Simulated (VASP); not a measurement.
LiF: single point with PBE

Crystal: LiF.

```
Li F
1.0
     0.00000    2.01482    1.98215
     2.01482    0.00000    1.98215
     2.01482    2.01482    0.00000
Li F
1 1
Direct
  0.00000 0.00000 0.00000
  0.50000 0.50000 0.50000
```

This cell differs from its parent crystal: epitaxial xy strain +1.0%.

```yaml
Program: VASP 6.6.1
Task: single point
Functional: PBE
Potentials_or_basis: VASP PAW PBE potentials, release 64 (Li_sv, F)
Cutoff: 520 eV
k_mesh: 10 × 10 × 10
Occupations: fermi-dirac, width 0.02 eV
Spin: no spin polarisation
Dipole_correction: no
Further_INCAR_settings: ALGO = Normal; EDIFF = 1e-07; NBANDS = 12
```

| Quantity | Value |
| --- | --- |
| Band gap on the k mesh | 9.21 eV, direct |

Levels at points of the mesh, in eV from the valence-band top:
```tsv
k point	band 1	band 2	band 3	band 4	band 5	band 6	band 7	band 8	band 9	band 10
(0.00, 0.00, 0.00)	-40.90	-20.03	-0.04	0.00	0.00	9.21	24.03	24.03	24.42	24.42
(0.50, 0.00, 0.00)	-40.84	-19.58	-2.58	-0.26	-0.23	10.84	16.91	18.86	19.16	30.60
(0.50, 0.50, 0.00)	-40.82	-19.29	-3.07	-1.07	-1.07	15.15	16.38	17.64	20.25	20.25
(0.50, 0.00, 0.50)	-40.82	-19.31	-3.09	-1.07	-0.96	14.84	16.61	17.61	20.36	20.62
```

Wall time 9.1 s on 1 thread of Intel(R) Xeon(R) Platinum 8488C (Sapphire Rapids) (shared host), peak memory 0.14 GiB.

Caveat: the cell differs from its parent crystal (epitaxial xy strain +1.0%). A k mesh can miss the band edges.
